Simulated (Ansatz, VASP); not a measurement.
# Two plane-wave programs on K

Contents of INCAR:

```
SYSTEM = K
ALGO = Fast ; EDIFF = 1E-6
ENCUT = 520 ; GGA = PS
ISIF = 2 ; ISMEAR = 0
LASPH = .TRUE. ; LCHARG = .FALSE.
LREAL = .FALSE. ; LWAVE = .FALSE.
NBANDS = 10 ; NELM = 100
PREC = Accurate ; SIGMA = 0.15
```

The input KPOINTS:

```
k-points
0
G
  14 14 14
  0 0 0
```

POSCAR

```
K
1.0
   -2.6834500000      2.6834500000      2.6834500000
    2.6834500000     -2.6834500000      2.6834500000
    2.6834500000      2.6834500000     -2.6834500000
K
1
Direct
    0.0000000000      0.0000000000      0.0000000000
```

Input for Ansatz:

```yaml
crystal:
  lattice:
    - [-2.68345, 2.68345, 2.68345]
    - [2.68345, -2.68345, 2.68345]
    - [2.68345, 2.68345, -2.68345]
  atoms:
    - { symbol: K, position: [0.0, 0.0, 0.0] }
basis:
  ecutwfc: 420
kpoints:
  mp_grid: { grid: [14, 14, 14] }
hamiltonian:
  xc: pbesol
scf:
  occupations: { method: gaussian, width: 0.15 }
output:
  forces: true
  stress: true
  eigenvalues: true
```

Change from the starting cell: strain +0.025 along x and y, +0.025 along z, atoms carried along.

Alike in both runs: task single point; functional PBEsol; k mesh 14 × 14 × 14; occupations gaussian, width 0.15 eV; no spin polarisation.

|  | VASP | Ansatz |
| --- | --- | --- |
| version | VASP 6.6.1 | Ansatz 0.2.0 |
| potentials or method | VASP PAW PBE potentials, release 64 (K_sv), cutoff 520 eV | scalar-relativistic, plane waves, PAW |
| valence electrons in the cell | 9 | 9 |

|  | VASP | Ansatz | Ansatz less VASP |
| --- | --- | --- | --- |
| gap on the k mesh at the Fermi level (eV) | none | none | - |
| pressure (GPa) | -0.3 | -0.3 | +0.01 |

VASP's potentials were made for PBE, not for PBEsol. A gap of «none» marks a metal or a gap that the smearing closes. The functional is the same, so the differences come from potentials, cutoffs and numerics.
